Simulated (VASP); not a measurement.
# ScSi3 (Pm-3m) in VASP: single point with PBE

Aim: the single point of ScSi3 with PBE.

Everything below comes from runs of VASP 6.6.1. Logs are shortened: lines on timing, memory, paths and dates and some standing lists are left out, and cuts for length are marked.

## (1) The cell of the first run

It takes space group Pm-3m (No. 221, cubic). Conventional cell: a = 3.969 Å, b = 3.969 Å, c = 3.969 Å, α = 90.00°, β = 90.00°, γ = 90.00°. Within 3.7 Å of Sc (site symmetry m-3m) lie 12 Si at 2.81 Å. Si (site symmetry 4/mmm) has 4 Sc at 2.81 Å and 8 Si at 2.81 Å within 3.7 Å.

## (2) Single point, PBE

File INCAR:

```
SYSTEM = ScSi3
ALGO = Normal
EDIFF = 1E-7
ENCUT = 520
GGA = PE
ISIF = 2
ISMEAR = 0
LASPH = .True.
LCHARG = .False.
LREAL = .False.
LWAVE = .False.
NBANDS = 20
NELM = 100
PREC = Accurate
SIGMA = 0.1
```

File KPOINTS:

```
k-points
0
Gamma
  12 12 12
  0 0 0
```

File POSCAR:

```
ScSi3
1.0
    3.9691219772      0.0000000000      0.0000000000
    0.0000000000      3.9691219772      0.0000000000
    0.0000000000      0.0000000000      3.9691219772
Sc Si
1 3
Direct
    0.0000000000      0.0000000000      0.0000000000
    0.0000000000      0.5000000000      0.5000000000
    0.5000000000      0.0000000000      0.5000000000
    0.5000000000      0.5000000000      0.0000000000
```

Potentials or basis: VASP PAW PBE potentials, release 64 (Sc_sv, Si).

The run is started by

```console
$ cat potpaw_PBE.64/Sc_sv/POTCAR potpaw_PBE.64/Si/POTCAR > POTCAR
$ mpirun -np 1 vasp_std > vasp.out
```

OUTCAR:

```text
SYSTEM = ScSi3
   EDIFF = 1E-7
   ENCUT = 520
   GGA = PE
   ISIF = 2
   ISMEAR = 0
   LASPH = .True.
   LREAL = .False.
   NELM = 100
   PREC = Accurate

 ion  position               nearest neighbor table
   1  0.000  0.000  0.000-   2 2.81   3 2.81   4 2.81   2 2.81   3 2.81   2 2.81   4 2.81   2 2.81
                             3 2.81   4 2.81   3 2.81   4 2.81
   2  0.000  0.500  0.500-   1 2.81   3 2.81   4 2.81   1 2.81   4 2.81   1 2.81   3 2.81   1 2.81
                             3 2.81   4 2.81   4 2.81   3 2.81
   3  0.500  0.000  0.500-   1 2.81   2 2.81   4 2.81   1 2.81   4 2.81   2 2.81   4 2.81   4 2.81
                             1 2.81   2 2.81   1 2.81   2 2.81
   4  0.500  0.500  0.000-   1 2.81   2 2.81   3 2.81   2 2.81   3 2.81   1 2.81   3 2.81   3 2.81
                             1 2.81   2 2.81   2 2.81   1 2.81

  LATTYP: Found a simple cubic cell.
 ALAT       =     3.9691219772

  Lattice vectors:

 A1 = (   3.9691219772,   0.0000000000,   0.0000000000)
 A2 = (   0.0000000000,   3.9691219772,   0.0000000000)
 A3 = (   0.0000000000,   0.0000000000,   3.9691219772)

Analysis of symmetry for initial positions (statically):
=====================================================================
 Subroutine PRICEL returns:
 Original cell was already a primitive cell.

 Routine SETGRP: Setting up the symmetry group for a
 simple cubic supercell.

 Subroutine GETGRP returns: Found 48 space group operations
 (whereof 48 operations were pure point group operations)
 out of a pool of 48 trial point group operations.

The static configuration has the point symmetry O_h .

Analysis of symmetry for dynamics (positions and initial velocities):
=====================================================================
 Subroutine PRICEL returns:
 Original cell was already a primitive cell.

 Routine SETGRP: Setting up the symmetry group for a
 simple cubic supercell.

 Subroutine GETGRP returns: Found 48 space group operations
 (whereof 48 operations were pure point group operations)
 out of a pool of 48 trial point group operations.

The dynamic configuration has the point symmetry O_h .

 Subroutine INISYM returns: Found 48 space group operations
 (whereof 48 operations are pure point group operations),
 and found     1 'primitive' translations

----------------------------------------------------------------------------------------

[... 90 lines left out ...]
   ISPIN  =      1    spin polarized calculation?
   LNONCOLLINEAR =      F non collinear calculations
   LSORBIT =      F    spin-orbit coupling
   LASPH  =      T    aspherical Exc in radial PAW
   ENCUT  =  520.0 eV  38.22 Ry    6.18 a.u.   7.38  7.38  7.38*2*pi/ulx,y,z
   NELM   =    100;   NELMIN=  2; NELMDL= -5     # of ELM steps
   EDIFF  = 0.1E-06   stopping-criterion for ELM
   LREAL  =      F    real-space projection
   EDIFFG = 0.1E-05   stopping-criterion for IOM
   NSW    =      0    number of steps for IOM
   IBRION =     -1    ionic relax: 0-MD 1-quasi-New 2-CG
   NFREE  =      0    steps in history (QN), initial steepest desc. (CG)
   ISIF   =      2    stress and relaxation
   ISYM   =      2    0-nonsym 1-usesym 2-fastsym
   POTIM  = 0.5000    time-step for ionic-motion
   TEBEG  =    0.0;   TEEND  =   0.0 temperature during run
   PSTRESS=    0.0 pullay stress
   NELECT =      23.0000    total number of electrons
   NUPDOWN=      -1.0000    fix difference up-down
   EMIN   =  10.00;   EMAX   =-10.00  energy-range for DOS
   EFERMI =   0.00;   METHOD = LEGACY
   ISMEAR =     0;   SIGMA  =   0.10  broadening in eV -4-tet -1-fermi 0-gaus
   EFERMI_NEDOS =   21; number of points for ismear=-14 and -15
   IALGO  =     38    algorithm
   IMIX   =      4    mixing-type and parameters
     AMIX     =   0.40;   BMIX     =  1.00
     AMIX_MAG =   1.60;   BMIX_MAG =  1.00
  volume/ion in A,a.u.               =      15.63       105.49
  Fermi-wavevector in a.u.,A,eV,Ry     =   1.172977  2.216606 18.719931  1.375876
  Thomas-Fermi vector in A             =   2.309398
   LORBIT       =      0    0 simple, 1 ext, 2 COOP (PROOUT), +10 PAW based schemes
   GGA     = PE    functional components
   LHFCALC =     F    Hartree Fock is set to
   AEXX    =    0.0000 exact exchange contribution
   IVDW    =     0    specifies the selected vdW correction
   LEPSILON=     F    determine dielectric tensor
   LRPA    =     F    only Hartree local field effects (RPA)
 non-spin polarized calculation
 Gauss-broadening in eV      SIGMA  =   0.10
  energy-cutoff  :      520.00
  volume of cell :       62.53
 maximum number of plane-waves:      1743
 NGX is ok and might be reduce to    30
   NGX = 15   NGY = 15   NGZ = 15

 number of electron      23.0000006 magnetization

 Free energy of the ion-electron system (eV)
  ---------------------------------------------------
  ext. energy  EPLUGINS =         0.00000000
  ---------------------------------------------------
  free energy    TOTEN  =       -23.31872330 eV

  energy without entropy =      -23.31096565  energy(sigma->0) =      -23.31484447

 E-fermi :   8.8417     XC(G=0): -11.1210

 val. band max:        8.8218610168   @ k =   0.5000   0.0000   0.0000
 cond. band min:       8.8423604091   @ k =   0.2500   0.2500   0.1667
 fundamental gap:      0.0204993922
 Fermi energy:         8.8416553836

 k-point     1 :       0.0000    0.0000    0.0000
  band No.  band energies     occupation
      1     -40.5840      2.00000
      2     -19.2841      2.00000
      3     -19.2841      2.00000
      4     -19.2841      2.00000
      5      -4.0361      2.00000
      6       3.6160      2.00000
[... 541 lines left out ...]
     19      13.7285      0.00000
     20      14.1100      0.00000

 [... further k-points ...]
[... 5 lines left out ...]
  --------------------------------------------------------------------------------------
  -------------------------------------------------------------------------------------
  Total        0.0510901      0.0510901      0.0510901     -0.0000000     -0.0000000     -0.0000000
  in kB        1.3090737      1.3090737      1.3090737     -0.0000000     -0.0000000     -0.0000000
  external PRESSURE =       1.3090737 kB  Pullay stress =       0.0000000 kB

 VOLUME and BASIS-vectors are now :
 -----------------------------------------------------------------------------
  energy-cutoff  :      520.00
  volume of cell :       62.53
      direct lattice vectors                 reciprocal lattice vectors
     3.969121977  0.000000000  0.000000000     0.251944890  0.000000000  0.000000000
     0.000000000  3.969121977  0.000000000     0.000000000  0.251944890  0.000000000
     0.000000000  0.000000000  3.969121977     0.000000000  0.000000000  0.251944890

 POSITION                                       TOTAL-FORCE (eV/Angst)
 -----------------------------------------------------------------------------------
      0.00000      0.00000      0.00000         0.000000      0.000000      0.000000
      0.00000      1.98456      1.98456         0.000000      0.000000      0.000000
      1.98456      0.00000      1.98456         0.000000      0.000000      0.000000
      1.98456      1.98456      0.00000         0.000000      0.000000      0.000000
 -----------------------------------------------------------------------------------
    total drift:                                0.000000     -0.000000      0.000000

  FREE ENERGIE OF THE ION-ELECTRON SYSTEM (eV)
  ---------------------------------------------------
  free  energy   TOTEN  =       -23.3187232987 eV

  energy  without entropy=      -23.3109656471  energy(sigma->0) =      -23.31484447
```

stdout:

```text
POSCAR found type information on POSCAR ScSi
 POSCAR found :  2 types and       4 ions
 scaLAPACK will be used
 LDA part: xc-table for (Slater+PW92), standard interpolation
 POSCAR, INCAR and KPOINTS ok, starting setup
 FFT: planning ... GRIDC
 FFT: planning ... GRID_SOFT
 FFT: planning ... GRID
 WAVECAR not read
 entering main loop
```

It took 49 s on 1 thread of Intel Xeon 6975P-C (Granite Rapids), shared host; peak memory 0.23 GiB.

Results:

```yaml
Free_energy: -23.3187 eV
Pressure: 0.1 GPa
```
